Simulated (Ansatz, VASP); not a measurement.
**Cu: VASP beside Ansatz**

Contents of INCAR:

```
SYSTEM = Cu
ALGO     = Fast           ! electronic algorithm
EDIFF    = 1E-7           ! SCF threshold, eV
ENCUT    = 520            ! plane-wave cutoff, eV
GGA      = PS             ! functional
ISIF     = 2              ! what is computed and relaxed
ISMEAR   = 0              ! smearing method
LASPH    = .True.         ! aspherical terms in the spheres
LCHARG   = .False.        ! write CHGCAR
LREAL    = .False.        ! projectors in reciprocal space
LWAVE    = .False.        ! write WAVECAR
NBANDS   = 12             ! bands
NELM     = 80             ! most SCF steps
PREC     = Accurate       ! precision mode
SIGMA    = 0.15           ! smearing width, eV
```

KPOINTS

```
k-points
0
Gamma
  24 24 24
  0 0 0
```

The input POSCAR:

```
Cu
1.0
   -1.4427933200      1.4427933200      1.3967226717
    1.4427933200     -1.4427933200      1.3967226717
    1.4427933200      1.4427933200     -1.3967226717
Cu
1
Direct
    0.0000000000      0.0000000000      0.0000000000
```

Input for Ansatz:

```yaml
crystal:
  lattice:
    - [-1.44279332, 1.44279332, 1.3967226717]
    - [1.44279332, -1.44279332, 1.3967226717]
    - [1.44279332, 1.44279332, -1.3967226717]
  atoms:
    - { symbol: Cu, position: [0.0, 0.0, 0.0] }
basis:
  ecutwfc: 420
kpoints:
  mp_grid: { grid: [24, 24, 24] }
hamiltonian:
  xc: pbesol
scf:
  occupations: { method: gaussian, width: 0.15 }
output:
  forces: true
  stress: true
  eigenvalues: true
```

Change from the starting cell: strain +0.000 along x and y, +0.015 along z, atoms carried along.

Alike in both runs: task single point; functional PBEsol; k mesh 24 × 24 × 24; occupations gaussian, width 0.15 eV; no spin polarisation.

|  | VASP | Ansatz |
| --- | --- | --- |
| version | VASP 6.6.1 | Ansatz 0.2.0 |
| potentials or method | VASP PAW PBE potentials, release 64 (Cu), cutoff 520 eV | scalar-relativistic, plane waves, PAW |
| valence electrons in the cell | 11 | 19 |

```tsv
	VASP	Ansatz	Ansatz less VASP
gap on the k mesh at the Fermi level (eV)	none	none	-
pressure (GPa)	-2.8	-3.7	-0.94
traceless stress, the component that is largest in VASP (GPa)	-0.11	-0.10	+0.010
```

VASP's potentials were made for PBE, not for PBEsol. A gap of «none» marks a metal or a gap that the smearing closes. VASP's potentials hold 11 valence electrons a cell and Ansatz's 19, so a difference there can come from the potentials and not from the codes.
